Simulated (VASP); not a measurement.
Sb: single point with BLYP

Crystal: Sb.

```
CELL_PARAMETERS angstrom
0.00000 2.37124 2.37124
2.37124 0.00000 2.37124
2.37124 2.37124 0.00000
ATOMIC_POSITIONS crystal
Sb 0.00000 0.00000 0.00000
```

| Quantity | Value |
| --- | --- |
| Program | VASP 6.6.1 |
| Task | single point |
| Functional | BLYP |
| Potentials or basis | VASP PAW PBE potentials, release 64 (Sb) |
| Cutoff | 520 eV |
| k mesh | 10 × 10 × 10 |
| Occupations | fermi-dirac, width 0.05 eV |
| Spin | no spin polarisation |
| Dipole correction | no |
| Further INCAR settings | ALGO = Normal; EDIFF = 1e-07; NBANDS = 8 |

```
Pressure : 7.9 GPa
```

Levels at points of the mesh, in eV from the Fermi level:
| k point | band 1 | band 2 | band 3 | band 4 | band 5 | band 6 | band 7 |
| --- | --- | --- | --- | --- | --- | --- | --- |
| (0.00, 0.00, 0.00) | -12.99 | 5.23 | 5.23 | 5.23 | 10.13 | 10.13 | 10.13 |
| (0.50, 0.00, 0.00) | -9.27 | -5.76 | 3.54 | 3.54 | 8.46 | 9.31 | 9.31 |
| (0.50, 0.50, 0.00) | -7.66 | -4.90 | 0.34 | 0.34 | 4.50 | 4.88 | 17.64 |

Run time: 11 s on 1 thread of AMD EPYC 9R45 96-Core Processor (Zen 5) (shared host), peak memory 0.12 GiB.

Caveat: the PAW data sets were made with another functional, which shifts forces and pressure a little; spin-orbit coupling is left out, which moves the levels of the heavy elements.
